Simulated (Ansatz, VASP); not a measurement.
# Two plane-wave programs on YPtC4N4

```xyz
10
Lattice="6.1164 0.0000 0.0000 0.0000 6.1164 0.0000 0.0000 0.0000 6.1164" Properties=species:S:1:pos:R:3 pbc="T T T"
Y     3.0582    3.0582    3.0582
Pt    0.0000    0.0000    0.0000
C     1.1068    1.1068    1.1068
C     1.1068    5.0097    5.0097
C     5.0097    1.1068    5.0097
C     5.0097    5.0097    1.1068
N     1.7823    1.7823    1.7823
N     1.7823    4.3342    4.3342
N     4.3342    1.7823    4.3342
N     4.3342    4.3342    1.7823
```

Alike in both runs: task single point; functional PBE; k mesh 4 × 4 × 4; occupations gaussian, width 0.1 eV; no spin polarisation.

|  | VASP | Ansatz |
| --- | --- | --- |
| version | VASP 6.6.1 | Ansatz 0.2.0 |
| potentials or method | VASP PAW PBE potentials, release 64 (Y_sv, Pt, C, N), cutoff 520 eV | scalar-relativistic, plane waves, PAW |
| valence electrons in the cell | 57 | 65 |

Ansatz gave:

| Quantity | Value |
| --- | --- |
| gap on the k mesh at the Fermi level (eV) | none |
| pressure (GPa) | 5.2 |
| rms of the force components (eV/Å) | 0.547 |

Problem. Which values does VASP return?

Solution. gap on the k mesh at the Fermi level (eV): none; pressure (GPa): 5.5; rms of the force components (eV/Å): 0.720.

Atom by atom the forces differ by 0.194 eV/Å (rms over components). A gap of «none» marks a metal or a gap that the smearing closes. VASP's potentials hold 57 valence electrons a cell and Ansatz's 65, so a difference there can come from the potentials and not from the codes.

Neither program's run includes spin-orbit coupling. Noted on VASP's run: the standard files for N, O and F lose accuracy on very short bonds.
